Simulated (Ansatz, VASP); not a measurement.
One calculation of Be4Mo, two programs

```xyz
5
Lattice="4.1144 0.0000 0.0000 -2.0572 3.5632 0.0000 0.0000 0.0000 4.4348" Properties=species:S:1:pos:R:3 pbc="T T T"
Be    2.0572    0.0000    3.3880
Be   -1.0286    1.7816    3.3880
Be    1.0286    1.7816    3.3880
Be    0.0000    0.0000    4.0877
Mo    0.0000    0.0000    1.9402
```

Alike in both runs: functional PBE; k mesh 6 × 6 × 4; occupations gaussian, width 0.1 eV; no spin polarisation.

Ansatz relaxed the structure, and its values are those at the end. VASP's run is a single point on that final structure, the one shown.

```csv
,VASP,Ansatz
version,VASP 6.6.1,Ansatz 0.2.0
potentials or method,"VASP PAW PBE potentials, release 64 (Be, Mo_sv), cutoff 520 eV","scalar-relativistic, plane waves, PAW"
valence electrons in the cell,22,22
```

Ansatz gave:

```
gap on the k mesh at the Fermi level (eV) : none
pressure (GPa)                            : 0.1
rms of the force components (eV/Å)        : 0.008
```

Question: Estimate VASP's values.

Answer: gap on the k mesh at the Fermi level (eV): none; pressure (GPa): 0.2; rms of the force components (eV/Å): 0.007.

A gap of «none» marks a metal or a gap that the smearing closes.
